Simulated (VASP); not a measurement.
Ti2AlC, 8 atoms in the cell. The structure is hexagonal, space group P6_3/mmc (No. 194). Conventional cell: a = 2.963 Å, b = 2.963 Å, c = 13.965 Å, α = 90.00°, β = 90.00°, γ = 120.00°. Within 2.7 Å of Ti (site symmetry 3m) lie 3 C at 2.07 Å. Al (site symmetry -6m2) has 6 Ti at 2.88 Å and 6 Al at 2.96 Å and 6 C at 3.89 Å within 3.9 Å. Within 2.7 Å of C (site symmetry -3m) lie 6 Ti at 2.07 Å.  This cell differs from its parent crystal: biaxial strain in the a-b plane: -3.0 %.

| Property | Result |
| --- | --- |
| Program | VASP 6.6.1 |
| Task | single point |
| Functional | r2SCAN |
| Potentials or basis | VASP PAW PBE potentials, release 64 (Ti_sv, Al, C) |
| Cutoff | 520 eV |
| k mesh | 12 × 12 × 4 |
| Occupations | gaussian, width 0.1 eV |
| Spin | no spin polarisation |
| Dipole correction | no |
| Further INCAR settings | ALGO = Normal; EDIFF = 1e-07; NBANDS = 41 |

Potentials or basis: VASP PAW PBE potentials, release 64 (Ti_sv, Al, C).

Run with:

```sh
$ cat potpaw_PBE.64/Ti_sv/POTCAR potpaw_PBE.64/Al/POTCAR potpaw_PBE.64/C/POTCAR > POTCAR
$ cp INCAR.step1 INCAR
$ mpirun -np 1 vasp_std > vasp.out
$ cp INCAR.step2 INCAR
$ mpirun -np 1 vasp_std > vasp.out
```

Hardware: 1 thread of Intel Xeon 8259CL (shared host).

Question: Estimate the wall time of this run.

Answer: It took 30 min on 1 thread of Intel Xeon 8259CL, on a shared host, peak memory 0.39 GiB. Counts: k points 57.
